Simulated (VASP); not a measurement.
Input of a VASP 6.6.1 run:

INCAR

```
PREC = Accurate
ENCUT = 520
EDIFF = 1E-6
ISMEAR = -1
SIGMA = 0.15
LREAL = False
LASPH = True
NELM = 100
ALGO = Normal
ISIF = 2
LWAVE = False
LCHARG = False
GGA = CA
NBANDS = 18
```

File KPOINTS:

```
Automatic mesh
0
Gamma
  18 18 10
```

Contents of POSCAR:

```
Ag
1.0
    2.7953814038      0.0000000000      0.0000000000
   -1.3976907019      2.4208713089      0.0000000000
    0.0000000000      0.0000000000      4.5875874633
Ag
2
Direct
    0.3333333333      0.6666666667      0.2500000000
    0.6666666667      0.3333333333      0.7500000000
```

Potentials or basis: VASP PAW LDA potentials, release 64 (Ag).

Command:

```console
$ cat potpaw_LDA.64/Ag/POTCAR > POTCAR
$ mpirun -np 1 vasp_std > vasp.out
```

What does it give for the pressure?

5.1 GPa.

Predict the band gap on the k mesh.

zero (band 11 reaches 13.90 eV, above the bottom of band 12 at 6.05 eV).
